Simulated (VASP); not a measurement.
Bi:

```
Bi
1.0
    -1.98143    1.98143    1.98143
     1.98143   -1.98143    1.98143
     1.98143    1.98143   -1.98143
Bi
1
Direct
  0.00000 0.00000 0.00000
```

This isn't the form of Bi at room conditions, which is rhombohedral.

- Program: VASP 6.6.1
- Task: relaxation of cell and atoms
- Functional: RPBE
- Potentials or basis: VASP PAW PBE potentials, release 64 (Bi_d)
- Cutoff: 600 eV
- k mesh: 9 × 9 × 9
- Occupations: fermi-dirac, width 0.05 eV
- Spin: no spin polarisation

At the start: pressure 2.3 GPa; volume 31.12 Å³/atom.

Q: How do energy, volume and symmetry change on relaxing?

A: Over 3 steps the energy falls by 9.2 meV/atom and the volume is 32.47 Å³/atom (+4.3 %); space group Im-3m (No. 229, to 0.1 Å) before and after.

The path:
```csv
step,energy change (eV),largest force (eV/Å),pressure (GPa),volume (Å³)
1,0.0000,0.0000,2.29,31.12
2,-0.0071,0.0000,-0.92,33.16
3,-0.0092,0.0000,0.04,32.47
```

Final structure:
```
CELL_PARAMETERS angstrom
-2.00966 2.00966 2.00966
2.00966 -2.00966 2.00966
2.00966 2.00966 -2.00966
ATOMIC_POSITIONS crystal
Bi 0.00000 0.00000 0.00000
```

Caveat: the PAW data sets were made with another functional, which shifts forces and pressure a little.
